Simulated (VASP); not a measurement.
# Cs (I4/mmm) in VASP: further runs

Cs is run at these levels: PBEsol; tasks: single point.

Program: VASP 6.6.1. These are calculated values, not measurements. Logs are shortened: lines on timing, memory, paths and dates and some standing lists are left out, and cuts for length are marked.

### 1 The cell of the first run

It takes space group I4/mmm (No. 139, tetragonal). Conventional cell: a = 5.584 Å, b = 5.584 Å, c = 7.265 Å, α = 90.00°, β = 90.00°, γ = 90.00°.

### 2 Single point, PBEsol (strain +0.000 along x and y, -0.080 along z)

INCAR reads:

```
PREC     = Accurate       # precision mode
ENCUT    = 520            # plane-wave cutoff, eV
EDIFF    = 1E-6           # SCF threshold, eV
ISMEAR   = 0              # smearing method
SIGMA    = 0.15           # smearing width, eV
LREAL    = F              # projectors in reciprocal space
LASPH    = T              # aspherical terms in the spheres
NELM     = 60             # most SCF steps
ALGO     = Fast           # electronic algorithm
ISIF     = 2              # what is computed and relaxed
LWAVE    = F              # write WAVECAR
LCHARG   = F              # write CHGCAR
GGA      = PS             # functional
NBANDS   = 10             # bands
```

KPOINTS reads:

```
Automatic mesh
0
Gamma
  10 10 10
```

POSCAR reads:

```
Cs
1.0
    0.0000000000      3.9483357400      3.6324688808
    3.9483357400      0.0000000000      3.6324688808
    3.9483357400      3.9483357400      0.0000000000
Cs
1
Direct
    0.0000000000      0.0000000000      0.0000000000
```

Potentials or basis: VASP PAW PBE potentials, release 64 (Cs_sv).

The run is started by

```sh
cat potpaw_PBE.64/Cs_sv/POTCAR > POTCAR
mpirun -np 1 vasp_std > vasp.out
```

OUTCAR:

```text
PREC = Accurate
   ENCUT = 520
   EDIFF = 1E-6
   ISMEAR = 0
   LREAL = F
   LASPH = T
   NELM = 60
   ISIF = 2
   GGA = PS

 ion  position               nearest neighbor table
   1  0.000  0.000  0.000-

  LATTYP: Found a body centered tetragonal cell.
 ALAT       =     5.5837899523
 C/A-ratio  =     1.3010764774

  Lattice vectors:

 A1 = (   0.0000000000,  -3.9483357400,  -3.6324688808)
 A2 = (   0.0000000000,   3.9483357400,  -3.6324688808)
 A3 = (   3.9483357400,   0.0000000000,   3.6324688808)

Analysis of symmetry for initial positions (statically):
=====================================================================
 Subroutine PRICEL returns:
 Original cell was already a primitive cell.

 Routine SETGRP: Setting up the symmetry group for a
 body centered tetragonal supercell.

 Subroutine GETGRP returns: Found 16 space group operations
 (whereof 16 operations were pure point group operations)
 out of a pool of 16 trial point group operations.

The static configuration has the point symmetry D_4h.

Analysis of symmetry for dynamics (positions and initial velocities):
=====================================================================
 Subroutine PRICEL returns:
 Original cell was already a primitive cell.

 Routine SETGRP: Setting up the symmetry group for a
 body centered tetragonal supercell.

 Subroutine GETGRP returns: Found 16 space group operations
 (whereof 16 operations were pure point group operations)
 out of a pool of 16 trial point group operations.

The dynamic configuration has the point symmetry D_4h.

 Subroutine INISYM returns: Found 16 space group operations
 (whereof 16 operations are pure point group operations),
 and found     1 'primitive' translations

----------------------------------------------------------------------------------------

                                     Primitive cell

  volume of cell :     113.2557

  direct lattice vectors                    reciprocal lattice vectors
     0.000000000  3.948335740  3.632468881    -0.126635634  0.126635634  0.137647428
     3.948335740  0.000000000  3.632468881     0.126635634 -0.126635634  0.137647428
     3.948335740  3.948335740  0.000000000     0.126635634  0.126635634 -0.137647428

  length of vectors
     5.365089495  5.365089495  5.583789952     0.225876033  0.225876033  0.225876033

  position of ions in fractional coordinates (direct lattice)
     0.000000000  0.000000000  0.000000000

  ion indices of the primitive-cell ions
   primitive index   ion index
                 1           1

----------------------------------------------------------------------------------------

 KPOINTS: Automatic mesh

Automatic generation of k-mesh.
 Grid dimensions read from file:
 generate k-points for:   10   10   10

 Generating k-lattice:

  Cartesian coordinates                     Fractional coordinates (reciprocal lattice)
    -0.012663563  0.012663563  0.013764743     0.100000000  0.000000000  0.000000000
     0.012663563 -0.012663563  0.013764743     0.000000000  0.100000000  0.000000000
     0.012663563  0.012663563 -0.013764743     0.000000000  0.000000000  0.100000000

  Length of vectors
     0.022587603  0.022587603  0.022587603

  Shift w.r.t. Gamma in fractional coordinates (k-lattice)
     0.000000000  0.000000000  0.000000000

 Subroutine IBZKPT returns following result:
 ===========================================

 Found    102 irreducible k-points:

 Following reciprocal coordinates:
            Coordinates               Weight
  0.000000  0.000000  0.000000      1.000000
  0.100000 -0.000000  0.000000      8.000000
  0.200000 -0.000000  0.000000      8.000000
  0.300000  0.000000  0.000000      8.000000
  0.400000  0.000000  0.000000      8.000000
  0.500000  0.000000  0.000000      4.000000
[... 16 lines left out ...]
  0.300000  0.300000  0.000000      2.000000
  0.400000  0.300000  0.000000      8.000000
 [... further k-points ...]
   k-points           NKPTS =    102   k-points in BZ     NKDIM =    102   number of bands    NBANDS=     10
   number of dos      NEDOS =    301   number of ions     NIONS =      1
   total plane-waves  NPLWV =  67200
   dimension x,y,z NGX =    40 NGY =   40 NGZ =   42
   dimension x,y,z NGXF=    80 NGYF=   80 NGZF=   84
   ions per type =               1
   NGX,Y,Z   is equivalent  to a cutoff of  12.39, 12.39, 12.50 a.u.
   NGXF,Y,Z  is equivalent  to a cutoff of  24.79, 24.79, 25.01 a.u.
 SYSTEM =  unknown system
   PREC   = accura    normal or accurate (medium, high low for compatibility)
   ISTART =      0    job   : 0-new  1-cont  2-samecut
   ICHARG =      2    charge: 1-file 2-atom 10-const
   ISPIN  =      1    spin polarized calculation?
   LNONCOLLINEAR =      F non collinear calculations
   LSORBIT =      F    spin-orbit coupling
   LASPH  =      T    aspherical Exc in radial PAW
   ENCUT  =  520.0 eV  38.22 Ry    6.18 a.u.   9.98  9.98 10.38*2*pi/ulx,y,z
[... 55 lines left out ...]
 Fermi energy:         0.4008128361

 k-point     1 :       0.0000    0.0000    0.0000
  band No.  band energies     occupation
      1     -23.4211      2.00000
      2     -10.1403      2.00000
      3     -10.1403      2.00000
      4     -10.1387      2.00000
      5      -1.2890      2.00000
      6       2.8075      0.00000
      7       2.8075      0.00000
      8       3.0702      0.00000
      9       3.7213      0.00000
     10       4.1765      0.00000

 k-point     2 :       0.1000   -0.0000    0.0000
  band No.  band energies     occupation
      1     -23.4205      2.00000
      2     -10.1541      2.00000
      3     -10.1430      2.00000
      4     -10.1404      2.00000
      5      -1.1825      2.00000
      6       2.6660      0.00000
      7       2.8469      0.00000
      8       3.0576      0.00000
      9       3.6574      0.00000
     10       4.0612      0.00000

 k-point     3 :       0.2000   -0.0000    0.0000
  band No.  band energies     occupation
      1     -23.4188      2.00000
      2     -10.1912      2.00000
      3     -10.1501      2.00000
      4     -10.1432      2.00000
      5      -0.8783      2.00000
      6       2.2684      0.00000
      7       2.8559      0.00000
      8       3.1309      0.00000
      9       3.6785      0.00000
     10       3.9182      0.00000

 k-point     4 :       0.3000    0.0000    0.0000
  band No.  band energies     occupation
      1     -23.4168      2.00000
      2     -10.2361      2.00000
      3     -10.1588      2.00000
      4     -10.1466      2.00000
      5      -0.4251      2.00000
      6       1.8326      0.00000
      7       2.7262      0.00000
      8       3.1012      0.00000
      9       4.0226      0.00000
     10       4.0549      0.00000

 k-point     5 :       0.4000    0.0000    0.0000
  band No.  band energies     occupation
      1     -23.4151      2.00000
      2     -10.2717      2.00000
      3     -10.1658      2.00000
      4     -10.1494      2.00000
      5       0.0797      1.99754
      6       1.4317      0.00000
      7       2.5929      0.00000
      8       2.9912      0.00000
      9       4.4039      0.00000
     10       4.5677      0.00000

 k-point     6 :       0.5000    0.0000    0.0000
  band No.  band energies     occupation
      1     -23.4145      2.00000
      2     -10.2852      2.00000
      3     -10.1685      2.00000
      4     -10.1504      2.00000
      5       0.3754      1.18949
      6       1.1964      0.00000
      7       2.5421      0.00000
      8       2.9395      0.00000
      9       4.6259      0.00000
     10       5.0114      0.00000
[... 183 lines left out ...]
 k-point    21 :      -0.3000    0.2000    0.0000
  band No.  band energies     occupation
      1     -23.4145      2.00000
      2     -10.2429      2.00000
      3     -10.1920      2.00000
      4     -10.1687      2.00000
      5       0.1747      1.96699
      6       1.7176      0.00000
      7       2.2173      0.00000
      8       2.9441      0.00000
      9       3.8299      0.00000
     10       4.5525      0.00000

 k-point    22 :      -0.2000    0.2000    0.0000
  band No.  band energies     occupation
      1     -23.4162      2.00000
      2     -10.2173      2.00000
      3     -10.1813      2.00000
      4     -10.1589      2.00000
      5      -0.3097      2.00000
      6       2.0486      0.00000
      7       2.3828      0.00000
      8       3.0711      0.00000
      9       3.3895      0.00000
     10       4.5657      0.00000

 k-point    23 :       0.3000    0.3000    0.0000
  band No.  band energies     occupation
      1     -23.4144      2.00000
      2     -10.2320      2.00000
      3     -10.1839      2.00000
      4     -10.1839      2.00000
      5      -0.0455      1.99997
      6       1.7363      0.00000
      7       2.5284      0.00000
      8       3.3241      0.00000
      9       3.3241      0.00000
     10       4.3355      0.00000

 k-point    24 :       0.4000    0.3000    0.0000
  band No.  band energies     occupation
      1     -23.4130      2.00000
      2     -10.2523      2.00000
      3     -10.1928      2.00000
      4     -10.1917      2.00000
      5       0.3348      1.46646
      6       1.5566      0.00000
      7       2.2420      0.00000
      8       3.4011      0.00000
      9       3.6312      0.00000
     10       4.6574      0.00000

 [... further k-points ...]
[... 5 lines left out ...]
  --------------------------------------------------------------------------------------
  -------------------------------------------------------------------------------------
  Total       -0.0657705     -0.0657705     -0.0537489      0.0000000     -0.0000000      0.0000000
  in kB       -0.9304253     -0.9304253     -0.7603617      0.0000000     -0.0000000      0.0000000
  external PRESSURE =      -0.8737374 kB  Pullay stress =       0.0000000 kB

 VOLUME and BASIS-vectors are now :
 -----------------------------------------------------------------------------
  energy-cutoff  :      520.00
  volume of cell :      113.26
      direct lattice vectors                 reciprocal lattice vectors
     0.000000000  3.948335740  3.632468881    -0.126635634  0.126635634  0.137647428
     3.948335740  0.000000000  3.632468881     0.126635634 -0.126635634  0.137647428
     3.948335740  3.948335740  0.000000000     0.126635634  0.126635634 -0.137647428

 POSITION                                       TOTAL-FORCE (eV/Angst)
 -----------------------------------------------------------------------------------
      0.00000      0.00000      0.00000        -0.000000      0.000000      0.000000
 -----------------------------------------------------------------------------------
    total drift:                               -0.000000     -0.000000     -0.000000

  FREE ENERGIE OF THE ION-ELECTRON SYSTEM (eV)
  ---------------------------------------------------
  free  energy   TOTEN  =        -0.9476905946 eV

  energy  without entropy=       -0.9323635749  energy(sigma->0) =       -0.94002708
```

Run time: 2.4 min. Hardware: 1 thread of AMD EPYC 7R13, shared host; peak memory 0.27 GiB.

Results:

```yaml
Free_energy: -0.9477 eV
Pressure: -0.1 GPa
Band_gap_on_the_k_mesh: zero (an odd number of electrons rules out a gap without spin polarisation)
```

Caveat: the cell differs from its parent crystal (strain +0.000 along x and y, -0.080 along z); the PAW data sets were made with another functional, which shifts forces and pressure a little; spin-orbit coupling is left out, which moves the levels of the heavy elements.

### 3 Single point, PBEsol (strain +0.000 along x and y, -0.040 along z)

INCAR reads:

```
PREC     = Accurate       # precision mode
ENCUT    = 520            # plane-wave cutoff, eV
EDIFF    = 1E-6           # SCF threshold, eV
ISMEAR   = 0              # smearing method
SIGMA    = 0.15           # smearing width, eV
LREAL    = False          # projectors in reciprocal space
LASPH    = True           # aspherical terms in the spheres
NELM     = 60             # most SCF steps
ALGO     = Normal         # electronic algorithm
ISIF     = 2              # what is computed and relaxed
LWAVE    = False          # write WAVECAR
LCHARG   = True           # write CHGCAR
GGA      = PS             # functional
LELF     = True           # ELF
LVHAR    = True         
NBANDS   = 10             # bands
```

KPOINTS is that of step 2.

POSCAR reads:

```
Cs
1.0
    0.0000000000      3.9483357400      3.7904023104
    3.9483357400      0.0000000000      3.7904023104
    3.9483357400      3.9483357400      0.0000000000
Cs
1
Direct
    0.0000000000      0.0000000000      0.0000000000
```

Potentials or basis: VASP PAW PBE potentials, release 64 (Cs_sv).

The run is started by

```sh
cat potpaw_PBE.64/Cs_sv/POTCAR > POTCAR
mpirun -np 1 vasp_std > vasp.out
```

Wall time 2.5 min (1 thread of AMD EPYC 7R13, shared host); peak memory 0.28 GiB.

The run converged. Its results:

- Free energy: -0.9447 eV
- Pressure: -0.2 GPa
- Band gap on the k mesh: zero (an odd number of electrons rules out a gap without spin polarisation)

Levels at points of the mesh, in eV from the Fermi level:
| k point | band 3 | band 4 | band 5 | band 6 | band 7 | band 8 |
| --- | --- | --- | --- | --- | --- | --- |
| (0.00, 0.00, 0.00) | -10.57 | -10.57 | -1.64 | 2.42 | 2.42 | 2.54 |
| (0.50, 0.00, 0.00) | -10.59 | -10.58 | -0.01 | 0.75 | 2.22 | 2.41 |
| (0.50, 0.50, 0.00) | -10.62 | -10.62 | 0.36 | 1.02 | 1.55 | 3.82 |
| (0.50, 0.00, 0.50) | -10.62 | -10.61 | 0.28 | 1.10 | 1.33 | 3.95 |

Caveat: the cell differs from its parent crystal (strain +0.000 along x and y, -0.040 along z); the PAW data sets were made with another functional, which shifts forces and pressure a little; spin-orbit coupling is left out, which moves the levels of the heavy elements.

### 4 Single point, PBEsol (strain -0.040 along x and y, +0.080 along z)

INCAR reads:

```
SYSTEM = Cs
  PREC = Accurate
  ENCUT = 520
  EDIFF = 1E-6
  ISMEAR = 0
  SIGMA = 0.15
  LREAL = .False.
  LASPH = .True.
  NELM = 80
  ALGO = Normal
  ISIF = 2
  LWAVE = .False.
  LCHARG = .False.
  GGA = PS
  NBANDS = 10
```

KPOINTS reads:

```
regular mesh
0
Gamma
  10 10 10
  0 0 0
```

POSCAR reads:

```
Cs
1.0
    0.0000000000      3.7904023104      4.2642025992
    3.7904023104      0.0000000000      4.2642025992
    3.7904023104      3.7904023104      0.0000000000
Cs
1
Direct
    0.0000000000      0.0000000000      0.0000000000
```

The run is started by

```sh
cat potpaw_PBE.64/Cs_sv/POTCAR > POTCAR
mpirun -np 1 vasp_std > vasp.out
```

It took 2.3 min on 1 thread of AMD EPYC 7R13, shared host; peak memory 0.28 GiB.

Results (log left out):

| Property | Result |
| --- | --- |
| Free energy | -0.9381 eV |
| Pressure | -0.2 GPa |
| Band gap on the k mesh | zero (an odd number of electrons rules out a gap without spin polarisation) |

Stress tensor (GPa, compression positive):
```
-0.18  0.00  0.00
 0.00 -0.18  0.00
 0.00  0.00 -0.27
```

Levels at points of the mesh, in eV from the Fermi level:
| k point | band 3 | band 4 | band 5 | band 6 | band 7 | band 8 |
| --- | --- | --- | --- | --- | --- | --- |
| (0.00, 0.00, 0.00) | -10.60 | -10.60 | -1.61 | 2.20 | 2.59 | 2.59 |
| (0.50, 0.00, 0.00) | -10.63 | -10.61 | 0.00 | 0.73 | 2.05 | 2.56 |
| (0.50, 0.50, 0.00) | -10.63 | -10.63 | 0.15 | 0.97 | 1.22 | 3.99 |
| (0.50, 0.00, 0.50) | -10.67 | -10.64 | 0.40 | 1.06 | 1.56 | 3.56 |

Caveat: the cell differs from its parent crystal (strain -0.040 along x and y, +0.080 along z); the PAW data sets were made with another functional, which shifts forces and pressure a little; spin-orbit coupling is left out, which moves the levels of the heavy elements.

### 5 Single point, PBEsol (strain +0.040 along x and y, -0.080 along z)

INCAR reads:

```
PREC     = Accurate       # precision mode
ENCUT    = 520            # plane-wave cutoff, eV
EDIFF    = 1E-6           # SCF threshold, eV
ISMEAR   = 0              # smearing method
SIGMA    = 0.15           # smearing width, eV
LREAL    = False          # projectors in reciprocal space
LASPH    = True           # aspherical terms in the spheres
NELM     = 60             # most SCF steps
ALGO     = Normal         # electronic algorithm
ISIF     = 2              # what is computed and relaxed
LWAVE    = False          # write WAVECAR
LCHARG   = True           # write CHGCAR
GGA      = PS             # functional
LELF     = True           # ELF
LVHAR    = True         
NBANDS   = 10             # bands
```

KPOINTS reads:

```
regular mesh
0
Gamma
  10 10 10
```

POSCAR reads:

```
Cs
1.0
    0.0000000000      4.1062691696      3.6324688808
    4.1062691696      0.0000000000      3.6324688808
    4.1062691696      4.1062691696      0.0000000000
Cs
1
Direct
    0.0000000000      0.0000000000      0.0000000000
```

The run is started by

```sh
cat potpaw_PBE.64/Cs_sv/POTCAR > POTCAR
mpirun -np 1 vasp_std > vasp.out
```

Wall time 2.7 min (1 thread of AMD EPYC 7R13, shared host); peak memory 0.3 GiB.

Results (log left out):

* Free energy: -0.9395 eV
* Pressure: -0.2 GPa
* Band gap on the k mesh: zero (an odd number of electrons rules out a gap without spin polarisation)

Levels at points of the mesh, in eV from the Fermi level:
```
           k point  band 1  band 2  band 3  band 4  band 5  band 6  band 7  band 8  band 9  band 10
(0.00, 0.00, 0.00)  -23.88  -10.60  -10.60  -10.60   -1.61    2.35    2.35    2.70    3.10     3.67
(0.50, 0.00, 0.00)  -23.87  -10.72  -10.63  -10.61    0.00    0.73    2.04    2.58    3.95     4.40
(0.50, 0.50, 0.00)  -23.87  -10.71  -10.66  -10.66    0.48    0.94    1.81    3.47    3.47     4.13
(0.50, 0.00, 0.50)  -23.87  -10.71  -10.65  -10.63    0.24    1.14    1.20    3.73    3.91     4.19
```

Caveat: the cell differs from its parent crystal (strain +0.040 along x and y, -0.080 along z); the PAW data sets were made with another functional, which shifts forces and pressure a little; spin-orbit coupling is left out, which moves the levels of the heavy elements.

### 6 Summary

| cell | gap on the mesh (eV) | pressure (GPa) |
| --- | --- | --- |
| a = 5.365, b = 5.365, c = 5.584 Å, angles 58.6, 58.6, 62.7°, 1 atom | none | -0.1 |
| a = 5.473, b = 5.473, c = 5.584 Å, angles 59.3, 59.3, 61.3°, 1 atom | none | -0.2 |
| a = 5.705, b = 5.705, c = 5.360 Å, angles 62.0, 62.0, 56.0°, 1 atom | none | -0.2 |
| a = 5.482, b = 5.482, c = 5.807 Å, angles 58.0, 58.0, 64.0°, 1 atom | none | -0.2 |

Alike in all rows: task single point; level PBEsol; potentials or basis VASP PAW PBE potentials, release 64 (Cs_sv); no spin polarisation; k mesh 10 × 10 × 10; cutoff (eV) 520; smearing gaussian 0.15 eV.

Caveats: the PAW data sets were made with another functional, which shifts forces and pressure a little; spin-orbit coupling is left out, which moves the levels of the heavy elements.

Total energies depend on the potentials used, so only differences within one code and one set of settings carry meaning.
